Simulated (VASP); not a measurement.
# Cu in VASP: single point with PBE

Aim: the single point of Cu with PBE.

Everything below comes from runs of VASP 6.6.1. Logs are shortened: lines on timing, memory, paths and dates and some standing lists are left out, and cuts for length are marked.

### 1 The cell of the first run

The cell holds a slab with vacuum, 12 atoms: a = 5.112 Å, b = 3.615 Å, c = 28.370 Å, α = 90.00°, β = 90.00°, γ = 90.00°.

### 2 Single point, PBE

The input, INCAR:

```
SYSTEM = Cu
PREC = Accurate ; ENCUT = 520
EDIFF = 1E-6 ; ISMEAR = 0
SIGMA = 0.1 ; LREAL = .False.
LASPH = .True. ; NELM = 120
ALGO = Normal ; ISIF = 2
LWAVE = .False. ; LCHARG = .False.
LDIPOL = .True. ; IDIPOL = 3
DIPOL = 0.5 0.5 0.466 ; GGA = PE
NBANDS = 78 ; GGA_COMPAT = .False.
NELMDL = -8
```

The input, KPOINTS:

```
regular mesh
0
Gamma
  5 7 1
  0 0 0
```

The input, POSCAR:

```
Cu
1.0
    5.1123820200      0.0000000000      0.0000000000
    0.0000000000      3.6150000000      0.0000000000
    0.0000000000      0.0000000000     28.3704773096
Cu
12
Direct
    0.2500000000      0.5000000000      0.3524790891
    0.7500000000      0.5000000000      0.3524790891
    0.0000000000      0.0000000000      0.3975292798
    0.5000000000      0.0000000000      0.3975292798
    0.2500000000      0.5000000000      0.4425794705
    0.7500000000      0.5000000000      0.4425794705
    0.0000000000      0.0000000000      0.4850023941
    0.5000000000      0.0000000000      0.4901102315
    0.2574882215      0.5000000000      0.5358460602
    0.7425117785      0.5000000000      0.5358460602
    0.0000000000      0.0000000000      0.5687845606
    0.5000000000      0.0000000000      0.5852421341
```

Potentials or basis: VASP PAW PBE potentials, release 64 (Cu).

Command:

```
cat potpaw_PBE.64/Cu/POTCAR > POTCAR
mpirun -np 1 vasp_std > vasp.out
```

OUTCAR:

```text
SYSTEM = Cu
   PREC = Accurate
   ENCUT = 520
   EDIFF = 1E-6
   ISMEAR = 0
   LREAL = .False.
   LASPH = .True.
   NELM = 120
   ISIF = 2
   GGA = PE
   NELMDL = -8

 ion  position               nearest neighbor table
   1  0.250  0.500  0.352-   5 2.56   4 2.56   3 2.56   3 2.56   4 2.56   2 2.56   2 2.56
   2  0.750  0.500  0.352-   6 2.56   4 2.56   3 2.56   3 2.56   4 2.56   1 2.56   1 2.56
   3  0.000  0.000  0.398-   7 2.48   2 2.56   1 2.56   1 2.56   2 2.56   6 2.56   5 2.56   5 2.56
                             6 2.56   4 2.56   4 2.56
   4  0.500  0.000  0.398-   1 2.56   2 2.56   1 2.56   2 2.56   5 2.56   6 2.56   5 2.56   6 2.56
                             3 2.56   3 2.56   8 2.63
   5  0.250  0.500  0.443-   7 2.52   7 2.52   1 2.56   3 2.56   3 2.56   4 2.56   4 2.56   6 2.56
                             6 2.56   8 2.59   8 2.59   9 2.65
   6  0.750  0.500  0.443-   7 2.52   7 2.52   2 2.56   3 2.56   3 2.56   4 2.56   4 2.56   5 2.56
                             5 2.56   8 2.59   8 2.59  10 2.65
   7  0.000  0.000  0.485-  11 2.38   3 2.48   6 2.52   5 2.52   5 2.52   6 2.52   8 2.56   8 2.56
                             9 2.66   9 2.66  10 2.66  10 2.66
   8  0.500  0.000  0.490-   9 2.55  10 2.55   9 2.55  10 2.55   7 2.56   7 2.56   6 2.59   6 2.59
                             5 2.59   5 2.59   4 2.63  12 2.70
   9  0.257  0.500  0.536-  11 2.42  11 2.42  10 2.48   8 2.55   8 2.55  12 2.60  12 2.60  10 2.63
                             5 2.65   7 2.66   7 2.66
  10  0.743  0.500  0.536-  11 2.42  11 2.42   9 2.48   8 2.55   8 2.55  12 2.60  12 2.60   9 2.63
                             6 2.65   7 2.66   7 2.66
  11  0.000  0.000  0.569-   7 2.38   9 2.42  10 2.42   9 2.42  10 2.42  12 2.60  12 2.60
  12  0.500  0.000  0.585-  11 2.60  11 2.60   9 2.60   9 2.60  10 2.60  10 2.60   8 2.70

  LATTYP: Found a simple orthorhombic cell.
 ALAT       =     3.6150000000
 B/A-ratio  =     1.4142135602
 C/A-ratio  =     7.8479881908

  Lattice vectors:

 A1 = (   0.0000000000,  -3.6150000000,   0.0000000000)
 A2 = (   5.1123820200,   0.0000000000,   0.0000000000)
 A3 = (   0.0000000000,   0.0000000000,  28.3704773096)

Analysis of symmetry for initial positions (statically):
=====================================================================
 Subroutine PRICEL returns:
 Original cell was already a primitive cell.

 Routine SETGRP: Setting up the symmetry group for a
 simple orthorhombic supercell.

 Subroutine GETGRP returns: Found  4 space group operations
 (whereof  4 operations were pure point group operations)
 out of a pool of  8 trial point group operations.

The static configuration has the point symmetry C_2v.

Analysis of symmetry for dynamics (positions and initial velocities):
=====================================================================
 Subroutine PRICEL returns:
 Original cell was already a primitive cell.

 Routine SETGRP: Setting up the symmetry group for a
 simple orthorhombic supercell.

 Subroutine GETGRP returns: Found  4 space group operations
 (whereof  4 operations were pure point group operations)
 out of a pool of  8 trial point group operations.

The dynamic configuration has the point symmetry C_2v.

 Subroutine INISYM returns: Found  4 space group operations
 (whereof  4 operations are pure point group operations),
 and found     1 'primitive' translations

----------------------------------------------------------------------------------------

                                     Primitive cell

  volume of cell :     524.3222

  direct lattice vectors                    reciprocal lattice vectors
     5.112382020  0.000000000  0.000000000     0.195603536  0.000000000  0.000000000
     0.000000000  3.615000000  0.000000000     0.000000000  0.276625173  0.000000000
     0.000000000  0.000000000 28.370477310     0.000000000  0.000000000  0.035247909

  length of vectors
     5.112382020  3.615000000 28.370477310     0.195603536  0.276625173  0.035247909

  position of ions in fractional coordinates (direct lattice)
     0.250000000  0.500000000  0.352479089
     0.750000000  0.500000000  0.352479089
     0.000000000  0.000000000  0.397529280
     0.500000000  0.000000000  0.397529280
     0.250000000  0.500000000  0.442579471
     0.750000000  0.500000000  0.442579471
     0.000000000  0.000000000  0.485002394
     0.500000000  0.000000000  0.490110231
     0.257488221  0.500000000  0.535846060
     0.742511779  0.500000000  0.535846060
     0.000000000  0.000000000  0.568784561
     0.500000000  0.000000000  0.585242134

  ion indices of the primitive-cell ions
   primitive index   ion index
                 1           1
                 2           2
                 3           3
                 4           4
                 5           5
                 6           6
                 7           7
                 8           8
                 9           9
                10          10
                11          11
                12          12

----------------------------------------------------------------------------------------

 KPOINTS: regular mesh

Automatic generation of k-mesh.
 Grid dimensions read from file:
 generate k-points for:    5    7    1

 Generating k-lattice:

  Cartesian coordinates                     Fractional coordinates (reciprocal lattice)
     0.039120707  0.000000000  0.000000000     0.200000000  0.000000000  0.000000000
     0.000000000  0.039517882  0.000000000     0.000000000  0.142857143  0.000000000
     0.000000000  0.000000000  0.035247909     0.000000000  0.000000000  1.000000000

  Length of vectors
     0.039120707  0.039517882  0.035247909

  Shift w.r.t. Gamma in fractional coordinates (k-lattice)
     0.000000000  0.000000000  0.000000000

 Subroutine IBZKPT returns following result:
 ===========================================

 Found     12 irreducible k-points:

 Following reciprocal coordinates:
            Coordinates               Weight
  0.000000  0.000000  0.000000      1.000000
  0.200000  0.000000  0.000000      2.000000
  0.400000  0.000000  0.000000      2.000000
  0.000000  0.142857  0.000000      2.000000
  0.200000  0.142857  0.000000      4.000000
  0.400000  0.142857  0.000000      4.000000
  0.000000  0.285714  0.000000      2.000000
  0.200000  0.285714  0.000000      4.000000
  0.400000  0.285714  0.000000      4.000000
  0.000000  0.428571  0.000000      2.000000
  0.200000  0.428571  0.000000      4.000000
  0.400000  0.428571  0.000000      4.000000
   k-points           NKPTS =     12   k-points in BZ     NKDIM =     12   number of bands    NBANDS=     78
   number of dos      NEDOS =    301   number of ions     NIONS =     12
   total plane-waves  NPLWV = 241920
   dimension x,y,z NGX =    40 NGY =   28 NGZ =  216
   dimension x,y,z NGXF=    80 NGYF=   56 NGZF=  432
   ions per type =              12
   NGX,Y,Z   is equivalent  to a cutoff of  13.01, 12.88, 12.66 a.u.
   NGXF,Y,Z  is equivalent  to a cutoff of  26.01, 25.75, 25.31 a.u.
 SYSTEM =  Cu
   PREC   = accura    normal or accurate (medium, high low for compatibility)
   ISTART =      0    job   : 0-new  1-cont  2-samecut
   ICHARG =      2    charge: 1-file 2-atom 10-const
   ISPIN  =      1    spin polarized calculation?
   LNONCOLLINEAR =      F non collinear calculations
   LSORBIT =      F    spin-orbit coupling
   LASPH  =      T    aspherical Exc in radial PAW
   ENCUT  =  520.0 eV  38.22 Ry    6.18 a.u.   9.51  6.72 52.75*2*pi/ulx,y,z
   NELM   =    120;   NELMIN=  2; NELMDL= -8     # of ELM steps
   EDIFF  = 0.1E-05   stopping-criterion for ELM
   LREAL  =      F    real-space projection
   EDIFFG = 0.1E-04   stopping-criterion for IOM
   NSW    =      0    number of steps for IOM
   IBRION =     -1    ionic relax: 0-MD 1-quasi-New 2-CG
   NFREE  =      0    steps in history (QN), initial steepest desc. (CG)
   ISIF   =      2    stress and relaxation
   ISYM   =      2    0-nonsym 1-usesym 2-fastsym
   POTIM  = 0.5000    time-step for ionic-motion
   TEBEG  =    0.0;   TEEND  =   0.0 temperature during run
   PSTRESS=    0.0 pullay stress
   NELECT =     132.0000    total number of electrons
   NUPDOWN=      -1.0000    fix difference up-down
   EMIN   =  10.00;   EMAX   =-10.00  energy-range for DOS
   EFERMI =   0.00;   METHOD = LEGACY
   ISMEAR =     0;   SIGMA  =   0.10  broadening in eV -4-tet -1-fermi 0-gaus
   EFERMI_NEDOS =   21; number of points for ismear=-14 and -15
   IALGO  =     38    algorithm
   IMIX   =      4    mixing-type and parameters
     AMIX     =   0.40;   BMIX     =  1.00
     AMIX_MAG =   1.60;   BMIX_MAG =  1.00
  volume/ion in A,a.u.               =      43.69       294.86
  Fermi-wavevector in a.u.,A,eV,Ry     =   1.033713  1.953435 14.538682  1.068563
  Thomas-Fermi vector in A             =   2.167973
   LORBIT       =      0    0 simple, 1 ext, 2 COOP (PROOUT), +10 PAW based schemes
   GGA     = PE    functional components
   LHFCALC =     F    Hartree Fock is set to
   AEXX    =    0.0000 exact exchange contribution
   IVDW    =     0    specifies the selected vdW correction
   LEPSILON=     F    determine dielectric tensor
   LRPA    =     F    only Hartree local field effects (RPA)
 non-spin polarized calculation
 Gauss-broadening in eV      SIGMA  =   0.10
  energy-cutoff  :      520.00
  volume of cell :      524.32
 maximum number of plane-waves:     14211
 NGX is ok and might be reduce to    40
   NGX = 19   NGY = 13   NGZ =105

 dipolmoment           0.000000      0.000000      0.000172 electrons x Angstroem

 number of electron     131.9999826 magnetization

 dipolmoment           0.000000      0.000000     -0.003425 electrons x Angstroem

 Free energy of the ion-electron system (eV)
  ---------------------------------------------------
  ext. energy  EPLUGINS =         0.00000000
  ---------------------------------------------------
  free energy    TOTEN  =       -40.91294057 eV

  energy without entropy =      -40.88681696  energy(sigma->0) =      -40.89987877

 E-fermi :  -1.1243     XC(G=0):  -4.1905

 val. band max:       -1.1618316418   @ k =   0.0000   0.1429   0.0000
 cond. band min:      -1.0988388341   @ k =   0.4000   0.2857   0.0000
 fundamental gap:      0.0629928077
 Fermi energy:        -1.1243072916

 k-point     1 :       0.0000    0.0000    0.0000
  band No.  band energies     occupation
      1      -9.8441      2.00000
      2      -8.3579      2.00000
      3      -6.3888      2.00000
      4      -5.8159      2.00000
      5      -5.7534      2.00000
      6      -5.6828      2.00000
[... 70 lines left out ...]
     77       3.6567      0.00000
     78       3.7834      0.00000

 k-point     2 :       0.2000    0.0000    0.0000
  band No.  band energies     occupation
      1      -9.6050      2.00000
      2      -8.1336      2.00000
      3      -6.5750      2.00000
      4      -6.2180      2.00000
      5      -5.9872      2.00000
      6      -5.6666      2.00000
[... 70 lines left out ...]
     77       3.8798      0.00000
     78       4.0223      0.00000
[... 727 lines left out ...]
     77       4.1997      0.00000
     78       4.3677      0.00000

 k-point    12 :       0.4000    0.4286    0.0000
  band No.  band energies     occupation
      1      -7.0431      2.00000
      2      -6.3685      2.00000
      3      -6.0589      2.00000
      4      -5.9239      2.00000
      5      -5.7021      2.00000
      6      -5.5141      2.00000
[... 70 lines left out ...]
     77       4.4877      0.00000
     78       5.3724      0.00000

------------------------ aborting loop because EDIFF is reached ----------------------------------------

 vacuum level on the upper side and lower side of the slab       (xc-potential included)        -0.021         0.012

  FORCE on cell =-STRESS in cart. coord.  units (eV):
  Direction    XX          YY          ZZ          XY          YZ          ZX
  --------------------------------------------------------------------------------------
  -------------------------------------------------------------------------------------
  Total       -2.6301787     -2.1376063     -0.5483755      0.0000000      0.0000000      0.0000000
  in kB       -8.0370673     -6.5319080     -1.6756774      0.0000000      0.0000000      0.0000000
  external PRESSURE =      -5.4148842 kB  Pullay stress =       0.0000000 kB

 VOLUME and BASIS-vectors are now :
 -----------------------------------------------------------------------------
  energy-cutoff  :      520.00
  volume of cell :      524.32
      direct lattice vectors                 reciprocal lattice vectors
     5.112382020  0.000000000  0.000000000     0.195603536  0.000000000  0.000000000
     0.000000000  3.615000000  0.000000000     0.000000000  0.276625173  0.000000000
     0.000000000  0.000000000 28.370477310     0.000000000  0.000000000  0.035247909

 POSITION                                       TOTAL-FORCE (eV/Angst)
 -----------------------------------------------------------------------------------
      1.27810      1.80750     10.00000         0.000963     -0.000000      0.297347
      3.83429      1.80750     10.00000        -0.000963      0.000000      0.297347
      0.00000      0.00000     11.27810         0.000000     -0.000000     -0.574393
      2.55619      0.00000     11.27810         0.000000     -0.000000     -0.307814
      1.27810      1.80750     12.55619         0.160590     -0.000000      0.102306
      3.83429      1.80750     12.55619        -0.160590     -0.000000      0.102306
      0.00000      0.00000     13.75975         0.000000     -0.000000      0.057255
      2.55619      0.00000     13.90466         0.000000     -0.000000     -0.050247
      1.31638      1.80750     15.20221         0.029708     -0.000000     -0.024716
      3.79600      1.80750     15.20221        -0.029708     -0.000000     -0.024716
      0.00000      0.00000     16.13669         0.000000     -0.000000      0.913680
      2.55619      0.00000     16.60360         0.000000     -0.000000     -0.788356
 -----------------------------------------------------------------------------------
    total drift:                               -0.000000      0.000000      0.001198

  FREE ENERGIE OF THE ION-ELECTRON SYSTEM (eV)
  ---------------------------------------------------
  free  energy   TOTEN  =       -40.9129405746 eV

  energy  without entropy=      -40.8868169641  energy(sigma->0) =      -40.89987877

 vacuum level on the upper side and lower side of the slab         3.184         3.223
```

Run time: 31 min. Hardware: 1 thread of Oxide Virtual Turin-like, shared host; peak memory 0.65 GiB.

What came out:

```
Free energy            : -40.9129 eV
Largest force          : 0.914 eV/Å
Band gap on the k mesh : zero (bands 66 and 67 overlap by 0.23 eV)
```

Forces in eV/Å, atoms in the order of the input:
```
Cu   0.001  0.000  0.297
Cu  -0.001  0.000  0.297
Cu   0.000  0.000 -0.574
Cu   0.000  0.000 -0.308
Cu   0.161  0.000  0.102
Cu  -0.161  0.000  0.102
Cu   0.000  0.000  0.057
Cu   0.000  0.000 -0.050
Cu   0.030  0.000 -0.025
Cu  -0.030  0.000 -0.025
Cu   0.000  0.000  0.914
Cu   0.000  0.000 -0.788
```

The gap in the log of VASP goes by the Fermi energy; the results here count the filled bands.